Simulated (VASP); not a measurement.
The system is SnSe.

```
Sn Se
1.0
     3.95420    0.00000    0.00000
    -1.97710    3.42444    0.00000
     0.00000    0.00000    8.44132
Sn Se
2 2
Direct
  0.00000 0.00000 0.16392
  0.00000 0.00000 0.83608
  0.33333 0.66667 0.31342
  0.33333 0.66667 0.68658
```

```yaml
Program: VASP 6.6.1
Task: relaxation of cell and atoms
Functional: PBE
Dispersion: D3(BJ)
Potentials_or_basis: VASP PAW PBE potentials, release 64 (Sn_d, Se)
Cutoff: 600 eV
k_mesh: 6 × 6 × 2
Occupations: gaussian, width 0.1 eV
Spin: no spin polarisation
```

At the start: pressure 9.4 GPa; volume 28.58 Å³/atom.

Q: How do energy, volume and symmetry change on relaxing?

A: Over 13 steps the energy falls by 336.2 meV/atom and the volume is 36.85 Å³/atom (+29.0 %); space group P-6m2 (No. 187, to 0.1 Å) before and after.

Step by step:
| step | energy change (eV) | largest force (eV/Å) | pressure (GPa) | volume (Å³) |
| --- | --- | --- | --- | --- |
| 1 | 0.0000 | 1.9262 | 9.40 | 114.30 |
| 2 | -0.6940 | 1.4344 | -2.02 | 144.25 |
| 3 | -0.7551 | 1.1498 | -0.56 | 136.88 |
| 4 | -0.9802 | 0.7650 | -0.65 | 139.57 |
| 5 | -1.2596 | 0.4369 | -0.13 | 143.65 |
| 6 | -1.2709 | 0.0938 | 0.46 | 149.26 |
| 7 | -1.3364 | 0.0677 | 0.22 | 147.46 |
| 8 | -1.3430 | 0.1046 | -0.01 | 146.37 |
| 9 | -1.3435 | 0.0943 | 0.03 | 146.59 |
| 10 | -1.3447 | 0.0443 | 0.12 | 146.86 |
| 11 | -1.3447 | 0.0467 | 0.12 | 146.87 |
| 12 | -1.3447 | 0.0459 | -0.16 | 147.94 |
| 13 | -1.3449 | 0.0274 | -0.03 | 147.42 |

Final structure:
```yaml
crystal:
  lattice:
    - [3.93013, 0.00000, 0.00000]
    - [-1.96507, 3.40359, 0.00000]
    - [0.00000, 0.00000, 11.02059]
  atoms:
    - { symbol: Sn, position: [0.00000, 0.00000, 0.18674] }
    - { symbol: Sn, position: [0.00000, 0.00000, 0.81326] }
    - { symbol: Se, position: [0.33333, 0.66667, 0.32805] }
    - { symbol: Se, position: [0.33333, 0.66667, 0.67195] }
```

Caveat: the volume moved by over 15 % at a fixed basis, so the end points are rough.
